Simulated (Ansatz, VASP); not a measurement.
## Two plane-wave programs on HfBr2F2

```xyz
5
Lattice="3.7786 0.0000 0.0000 -1.8893 3.2723 0.0000 0.0000 0.0000 8.6579" Properties=species:S:1:pos:R:3 pbc="T T T"
Hf    0.0000    0.0000    0.0000
Br    0.0000    2.1816    2.2923
Br    1.8893    1.0908    6.3656
F     0.0000    2.1816    8.1983
F     1.8893    1.0908    0.4596
```

Change from the starting cell: species swapped into the MnH2O2 type (P-3m1, No. 164).

Alike in both runs: functional PBE; k mesh 12 × 12 × 4; occupations gaussian, width 0.02 eV; no spin polarisation.

Ansatz relaxed the structure, and its values are those at the end. VASP's run is a single point on that final structure, the one shown.

|  | VASP | Ansatz |
| --- | --- | --- |
| version | VASP 6.6.1 | Ansatz 0.2.0 |
| potentials or method | VASP PAW PBE potentials, release 64 (Hf_pv, Br, F), cutoff 520 eV | scalar-relativistic, plane waves, PAW |
| valence electrons in the cell | 38 | 54 |

```tsv
	VASP	Ansatz	Ansatz less VASP
gap on the k mesh at the Fermi level (eV)	2.33	2.37	+0.037
least direct gap on the mesh (eV)	2.33	2.37	+0.037
pressure (GPa)	-1.0	0.0	+0.99
rms of the force components (eV/Å)	0.025	0.000	-0.0250
```

VASP's potentials hold 38 valence electrons a cell and Ansatz's 54, so a difference there can come from the potentials and not from the codes.

Neither program's run includes spin-orbit coupling.
